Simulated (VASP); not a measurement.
Here is a VASP 6.6.1 calculation.

INCAR

```
PREC = Accurate
ENCUT = 520
EDIFF = 1E-6
ISMEAR = 0
SIGMA = 0.1
LREAL = F
LASPH = T
NELM = 80
ALGO = Normal
ISIF = 2
LWAVE = F
LCHARG = T
GGA = PE
LELF = T
LVHAR = T
NBANDS = 10
```

The input KPOINTS:

```
regular mesh
0
Gamma
  12 12 6
```

Contents of POSCAR:

```
B
1.0
    3.0246345460      0.0000000041      0.0000000000
   -1.5123172765      2.6194103520      0.0000000000
    0.0000000000      0.0000000000      1.8973343804
B
2
Direct
    0.3333333333      0.6666666667      0.0000000000
    0.6666666667      0.3333333333      0.0000000000
```

Potentials or basis: VASP PAW PBE potentials, release 64 (B).

The run is started by

```bash
$ cat potpaw_PBE.64/B/POTCAR > POTCAR
$ mpirun -np 1 vasp_std > vasp.out
```

Problem. Predict the band gap on the k mesh.

Solution. Zero (bands 3 and 4 overlap by 5.20 eV).

Problem. Predict the pressure.

Solution. 0.0 GPa.

Stress tensor (GPa, compression positive):
```
 0.09  0.00  0.00
 0.00  0.09  0.00
 0.00  0.00 -0.04
```

Caveat: the k points lie up to 0.55 Å⁻¹ apart, too coarse for converged energies and pressures of a metal.
